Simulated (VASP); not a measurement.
# Cu in VASP: notebook, part 2 of 2

VASP 6.6.1.

## Step 3: Electric field gradients, PBE (equal xx and yy strain of +3 %)

INCAR reads:

```
PREC = Accurate
ENCUT = 520
EDIFF = 1E-8
ISMEAR = -1
SIGMA = 0.08
LREAL = F
LASPH = T
NELM = 60
ALGO = Normal
ISIF = 2
LWAVE = F
LCHARG = F
GGA = PE
LEFG = T
NBANDS = 12
```

KPOINTS reads:

```
regular mesh
0
Gamma
  19 19 19
```

POSCAR reads:

```
Cu
1.0
    0.0000000000      1.8617250000      1.8075000000
    1.8617250000      0.0000000000      1.8075000000
    1.8617250000      1.8617250000      0.0000000000
Cu
1
Direct
    0.0000000000      0.0000000000      0.0000000000
```

Potentials or basis: VASP PAW PBE potentials, release 64 (Cu).

On the command line:

```
cat potpaw_PBE.64/Cu/POTCAR > POTCAR
mpirun -np 1 vasp_std > vasp.out
```

OUTCAR:

```text
PREC = Accurate
   ENCUT = 520
   EDIFF = 1E-8
   ISMEAR = -1
   LREAL = F
   LASPH = T
   NELM = 60
   ISIF = 2
   GGA = PE

 ion  position               nearest neighbor table
   1  0.000  0.000  0.000-

  LATTYP: Found a body centered tetragonal cell.
 ALAT       =     2.6328767444
 C/A-ratio  =     1.3730228761

  Lattice vectors:

 A1 = (   0.0000000000,  -1.8617250000,  -1.8075000000)
 A2 = (   0.0000000000,   1.8617250000,  -1.8075000000)
 A3 = (   1.8617250000,   0.0000000000,   1.8075000000)

Analysis of symmetry for initial positions (statically):
=====================================================================
 Subroutine PRICEL returns:
 Original cell was already a primitive cell.

 Routine SETGRP: Setting up the symmetry group for a
 body centered tetragonal supercell.

 Subroutine GETGRP returns: Found 16 space group operations
 (whereof 16 operations were pure point group operations)
 out of a pool of 16 trial point group operations.

The static configuration has the point symmetry D_4h.

Analysis of symmetry for dynamics (positions and initial velocities):
=====================================================================
 Subroutine PRICEL returns:
 Original cell was already a primitive cell.

 Routine SETGRP: Setting up the symmetry group for a
 body centered tetragonal supercell.

 Subroutine GETGRP returns: Found 16 space group operations
 (whereof 16 operations were pure point group operations)
 out of a pool of 16 trial point group operations.

The dynamic configuration has the point symmetry D_4h.

 Subroutine INISYM returns: Found 16 space group operations
 (whereof 16 operations are pure point group operations),
 and found     1 'primitive' translations

----------------------------------------------------------------------------------------

                                     Primitive cell

  volume of cell :      12.5297

  direct lattice vectors                    reciprocal lattice vectors
     0.000000000  1.861725000  1.807500000    -0.268568129  0.268568129  0.276625173
     1.861725000  0.000000000  1.807500000     0.268568129 -0.268568129  0.276625173
     1.861725000  1.861725000  0.000000000     0.268568129  0.268568129 -0.276625173

  length of vectors
     2.594817185  2.594817185  2.632876744     0.469871436  0.469871436  0.469871436

  position of ions in fractional coordinates (direct lattice)
     0.000000000  0.000000000  0.000000000

  ion indices of the primitive-cell ions
   primitive index   ion index
                 1           1

----------------------------------------------------------------------------------------

 KPOINTS: regular mesh

Automatic generation of k-mesh.
 Grid dimensions read from file:
 generate k-points for:   19   19   19

 Generating k-lattice:

  Cartesian coordinates                     Fractional coordinates (reciprocal lattice)
    -0.014135165  0.014135165  0.014559220     0.052631579 -0.000000000  0.000000000
     0.014135165 -0.014135165  0.014559220    -0.000000000  0.052631579  0.000000000
     0.014135165  0.014135165 -0.014559220     0.000000000  0.000000000  0.052631579
[... 72 lines left out ...]
   ISMEAR =    -1;   SIGMA  =   0.08  broadening in eV -4-tet -1-fermi 0-gaus
   EFERMI_NEDOS =   21; number of points for ismear=-14 and -15
   IALGO  =     38    algorithm
   IMIX   =      4    mixing-type and parameters
     AMIX     =   0.40;   BMIX     =  1.00
     AMIX_MAG =   1.60;   BMIX_MAG =  1.00
  volume/ion in A,a.u.               =      12.53        84.55
  Fermi-wavevector in a.u.,A,eV,Ry     =   1.567566  2.962271 33.433111  2.457264
  Thomas-Fermi vector in A             =   2.669727
   LORBIT       =      0    0 simple, 1 ext, 2 COOP (PROOUT), +10 PAW based schemes
   GGA     = PE    functional components
   LHFCALC =     F    Hartree Fock is set to
   AEXX    =    0.0000 exact exchange contribution
   IVDW    =     0    specifies the selected vdW correction
   LEPSILON=     F    determine dielectric tensor
   LRPA    =     F    only Hartree local field effects (RPA)
 non-spin polarized calculation
  energy-cutoff  :      520.00
  volume of cell :       12.53
 maximum number of plane-waves:       347
   NGX =  9   NGY =  9   NGZ =  9

 number of electron      10.9999990 magnetization

 Free energy of the ion-electron system (eV)
  ---------------------------------------------------
  ext. energy  EPLUGINS =         0.00000000
  ---------------------------------------------------
  free energy    TOTEN  =        -3.71995230 eV

  energy without entropy =       -3.71241922  energy(sigma->0) =       -3.71618576

 E-fermi :   6.9041     XC(G=0): -12.3870

 val. band max:        6.8871355128   @ k =   0.4737   0.0526   0.3684
 cond. band min:       6.9263445095   @ k =  -0.2105   0.3158   0.1053
 fundamental gap:      0.0392089966
 Fermi energy:         6.9041071885

 k-point     1 :       0.0000    0.0000    0.0000
  band No.  band energies     occupation
      1      -2.0354      2.00000
      2       3.9760      2.00000
      3       3.9760      2.00000
      4       4.1045      2.00000
      5       4.7009      2.00000
      6       4.8275      2.00000
      7      29.0100      0.00000
      8      31.1713      0.00000
      9      31.1713      0.00000
     10      31.2405      0.00000
     11      33.6116      0.00000
     12      33.6767      0.00000
[... 331 lines left out ...]
 k-point    24 :      -0.2632    0.0526    0.0000
  band No.  band energies     occupation
      1       0.5213      2.00000
      2       3.7815      2.00000
      3       4.1093      2.00000
      4       4.1901      2.00000
      5       4.8082      2.00000
      6       5.0467      2.00000
      7      17.5517      0.00000
      8      26.4757      0.00000
      9      29.0879      0.00000
     10      29.8860      0.00000
     11      31.9582      0.00000
     12      33.5526      0.00000

 [... further k-points ...]

------------------------ aborting loop because EDIFF is reached ----------------------------------------

  FORCE on cell =-STRESS in cart. coord.  units (eV):
  Direction    XX          YY          ZZ          XY          YZ          ZX
  --------------------------------------------------------------------------------------
  -------------------------------------------------------------------------------------
  Total       -0.4446390     -0.4446390     -0.3686930      0.0000000     -0.0000000      0.0000000
  in kB      -56.8563197    -56.8563197    -47.1450519      0.0000000     -0.0000000      0.0000000
  external PRESSURE =     -53.6192304 kB  Pullay stress =       0.0000000 kB

 VOLUME and BASIS-vectors are now :
 -----------------------------------------------------------------------------
  energy-cutoff  :      520.00
  volume of cell :       12.53
      direct lattice vectors                 reciprocal lattice vectors
     0.000000000  1.861725000  1.807500000    -0.268568129  0.268568129  0.276625173
     1.861725000  0.000000000  1.807500000     0.268568129 -0.268568129  0.276625173
     1.861725000  1.861725000  0.000000000     0.268568129  0.268568129 -0.276625173

 POSITION                                       TOTAL-FORCE (eV/Angst)
 -----------------------------------------------------------------------------------
      0.00000      0.00000      0.00000        -0.000000      0.000000      0.000000
 -----------------------------------------------------------------------------------
    total drift:                                0.000000      0.000000      0.000000

  FREE ENERGIE OF THE ION-ELECTRON SYSTEM (eV)
  ---------------------------------------------------
  free  energy   TOTEN  =        -3.7199522954 eV

  energy  without entropy=       -3.7124192191  energy(sigma->0) =       -3.71618576

 Electric field gradients (V/A^2)
---------------------------------------------------------------------
 ion       V_xx      V_yy      V_zz      V_xy      V_xz      V_yz
---------------------------------------------------------------------
   1       0.017     0.017    -0.034    -0.001     0.003     0.003
---------------------------------------------------------------------

 Electric field gradients after diagonalization (V/A^2)
 (convention: |V_zz| > |V_xx| > |V_yy|)
----------------------------------------------------------------------
 ion       V_xx      V_yy      V_zz     asymmetry (V_yy - V_xx)/ V_zz
----------------------------------------------------------------------
   1       0.019     0.016    -0.035       0.073
----------------------------------------------------------------------

           NMR quadrupolar parameters

 Cq : quadrupolar parameter    Cq=e*Q*V_zz/h
 eta: asymmetry parameters     (V_yy - V_xx)/ V_zz
 Q  : nuclear electric quadrupole moment in mb (millibarn)
----------------------------------------------------------------------
 ion       Cq(MHz)       eta       Q (mb)
----------------------------------------------------------------------
   1      -0.000       0.073       1.000
----------------------------------------------------------------------
```

It took 30 s on 1 thread of Intel Xeon 6975P-C (Granite Rapids), shared host; peak memory 0.19 GiB.

Results:

```
Free energy : -3.7200 eV
Pressure    : -5.4 GPa
```

Caveat: the cell differs from its parent crystal (equal xx and yy strain of +3 %); without QUAD_EFG the Cq values of the log hold for a quadrupole moment of 1 mb, not for the nuclei.

## Step 4: Electric field gradients, PBE (equal xy, yz and zx shear strains of -3 %)

INCAR reads:

```
  PREC = Accurate
  ENCUT = 520
  EDIFF = 1E-8
  ISMEAR = -1
  SIGMA = 0.08
  LREAL = False
  LASPH = True
  NELM = 80
  ALGO = Normal
  ISIF = 2
  LWAVE = False
  LCHARG = False
  GGA = PE
  LEFG = True
  NBANDS = 12
```

KPOINTS is that of step 3.

POSCAR reads:

```
Cu
1.0
   -0.0542250000      1.7803875000      1.7803875000
    1.7803875000     -0.0542250000      1.7803875000
    1.7803875000      1.7803875000     -0.0542250000
Cu
1
Direct
    0.0000000000      0.0000000000      0.0000000000
```

Potentials or basis: VASP PAW PBE potentials, release 64 (Cu).

On the command line:

```
cat potpaw_PBE.64/Cu/POTCAR > POTCAR
mpirun -np 1 vasp_std > vasp.out
```

OUTCAR:

```text
PREC = Accurate
   ENCUT = 520
   EDIFF = 1E-8
   ISMEAR = -1
   LREAL = False
   LASPH = True
   NELM = 80
   ISIF = 2
   GGA = PE

 ion  position               nearest neighbor table
   1  0.000  0.000  0.000-

  LATTYP: Found a trigonal (rhomboedric) cell.
 ALAT       =     2.5184319826
 COS(alpha) =     0.4693254694

  Lattice vectors:

 A1 = (  -0.0542250000,   1.7803875000,   1.7803875000)
 A2 = (   1.7803875000,  -0.0542250000,   1.7803875000)
 A3 = (   1.7803875000,   1.7803875000,  -0.0542250000)

Analysis of symmetry for initial positions (statically):
=====================================================================
 Subroutine PRICEL returns:
 Original cell was already a primitive cell.

 Routine SETGRP: Setting up the symmetry group for a
[... 541 lines left out ...]
  in kB       27.1775352     27.1775352     27.1775352     21.6837676     21.6837676     21.6837676
  external PRESSURE =      27.1775352 kB  Pullay stress =       0.0000000 kB

 VOLUME and BASIS-vectors are now :
 -----------------------------------------------------------------------------
  energy-cutoff  :      520.00
  volume of cell :       11.80
      direct lattice vectors                 reciprocal lattice vectors
    -0.054225000  1.780387500  1.780387500    -0.268322625  0.276751608  0.276751608
     1.780387500 -0.054225000  1.780387500     0.276751608 -0.268322625  0.276751608
     1.780387500  1.780387500 -0.054225000     0.276751608  0.276751608 -0.268322625

 POSITION                                       TOTAL-FORCE (eV/Angst)
 -----------------------------------------------------------------------------------
      0.00000      0.00000      0.00000         0.000000      0.000000      0.000000
 -----------------------------------------------------------------------------------
    total drift:                               -0.000000     -0.000000     -0.000000

  FREE ENERGIE OF THE ION-ELECTRON SYSTEM (eV)
  ---------------------------------------------------
  free  energy   TOTEN  =        -3.7209866295 eV

  energy  without entropy=       -3.7144439854  energy(sigma->0) =       -3.71771531

 Electric field gradients (V/A^2)
---------------------------------------------------------------------
 ion       V_xx      V_yy      V_zz      V_xy      V_xz      V_yz
---------------------------------------------------------------------
   1      -0.000    -0.000     0.000    -0.832    -0.832    -0.832
---------------------------------------------------------------------

 Electric field gradients after diagonalization (V/A^2)
 (convention: |V_zz| > |V_xx| > |V_yy|)
----------------------------------------------------------------------
 ion       V_xx      V_yy      V_zz     asymmetry (V_yy - V_xx)/ V_zz
----------------------------------------------------------------------
   1       0.832     0.832    -1.664       0.000
----------------------------------------------------------------------

           NMR quadrupolar parameters

 Cq : quadrupolar parameter    Cq=e*Q*V_zz/h
 eta: asymmetry parameters     (V_yy - V_xx)/ V_zz
 Q  : nuclear electric quadrupole moment in mb (millibarn)
----------------------------------------------------------------------
 ion       Cq(MHz)       eta       Q (mb)
----------------------------------------------------------------------
   1      -0.004       0.000       1.000
----------------------------------------------------------------------
```

OSZICAR:

```text
N       E                     dE             d eps       ncg     rms          rms(c)
DAV:   1     0.428202187173E+02    0.42820E+02   -0.54042E+03 17964   0.154E+03
DAV:   2    -0.325516499162E+01   -0.46075E+02   -0.42574E+02 16604   0.205E+02
DAV:   3    -0.461631492576E+01   -0.13611E+01   -0.13497E+01 18896   0.403E+01
DAV:   4    -0.462476579981E+01   -0.84509E-02   -0.84498E-02 18204   0.281E+00
DAV:   5    -0.462484626862E+01   -0.80469E-04   -0.80467E-04 19096   0.279E-01    0.769E+00
DAV:   6    -0.410239607455E+01    0.52245E+00   -0.14515E+01 19172   0.722E+01    0.393E+00
DAV:   7    -0.373356677457E+01    0.36883E+00   -0.22942E+00 19180   0.286E+01    0.583E-01
DAV:   8    -0.372256082847E+01    0.11006E-01   -0.44531E-03 18468   0.964E-01    0.300E-01
DAV:   9    -0.372098661844E+01    0.15742E-02   -0.97034E-03 20072   0.171E+00    0.303E-02
DAV:  10    -0.372098760415E+01   -0.98572E-06   -0.43027E-05 23968   0.109E-01    0.784E-03
DAV:  11    -0.372098651570E+01    0.10885E-05   -0.70998E-07 19928   0.148E-02    0.328E-04
DAV:  12    -0.372098656990E+01   -0.54199E-07   -0.12266E-08 12804   0.150E-03    0.108E-04
DAV:  13    -0.372098662311E+01   -0.53208E-07   -0.28169E-09 11180   0.803E-04    0.135E-05
DAV:  14    -0.372098662954E+01   -0.64365E-08   -0.34214E-10  9384   0.270E-04
   1 F= -.37209866E+01 E0= -.37177153E+01  d E =-.654264E-02
```

stdout:

```text
POSCAR found type information on POSCAR Cu
 POSCAR found :  1 types and       1 ions
 scaLAPACK will be used
 LDA part: xc-table for (Slater+PW92), standard interpolation
 POSCAR, INCAR and KPOINTS ok, starting setup
 FFT: planning ... GRIDC
 FFT: planning ... GRID_SOFT
 FFT: planning ... GRID
 WAVECAR not read
 entering main loop
ion   1
```

Run time: 53 s. Hardware: 1 thread of AMD EPYC 9R45 (Zen 5), shared host; peak memory 0.17 GiB.

What came out:

```yaml
Free_energy: -3.7210 eV
Pressure: 2.7 GPa
```

Stress tensor (GPa, compression positive):
```
2.72 2.17 2.17
2.17 2.72 2.17
2.17 2.17 2.72
```

Electric field gradients, principal values (V/Å²):
```tsv
atom	least	middle	greatest (by size)
1 Cu	0.832	0.832	-1.664
```

Caveat: the cell differs from its parent crystal (equal xy, yz and zx shear strains of -3 %); without QUAD_EFG the Cq values of the log hold for a quadrupole moment of 1 mb, not for the nuclei.

## Step 5: Summary

```csv
cell,gap on the mesh (eV),pressure (GPa)
"a = 2.569, b = 2.569, c = 2.582 Å, angles 59.8, 59.8, 60.3°, 1 atom",none,-0.6
"a = 2.595, b = 2.595, c = 2.633 Å, angles 59.5, 59.5, 61.0°, 1 atom",none,-5.4
"a = 2.518 Å, angles 62.0°, 1 atom",none,2.7
```

Alike in all rows: task electric field gradients; level PBE; potentials or basis VASP PAW PBE potentials, release 64 (Cu); no spin polarisation; k mesh 19 × 19 × 19; cutoff (eV) 520; smearing fermi-dirac 0.08 eV.

Total energies depend on the potentials used, so only differences within one code and one set of settings carry meaning.
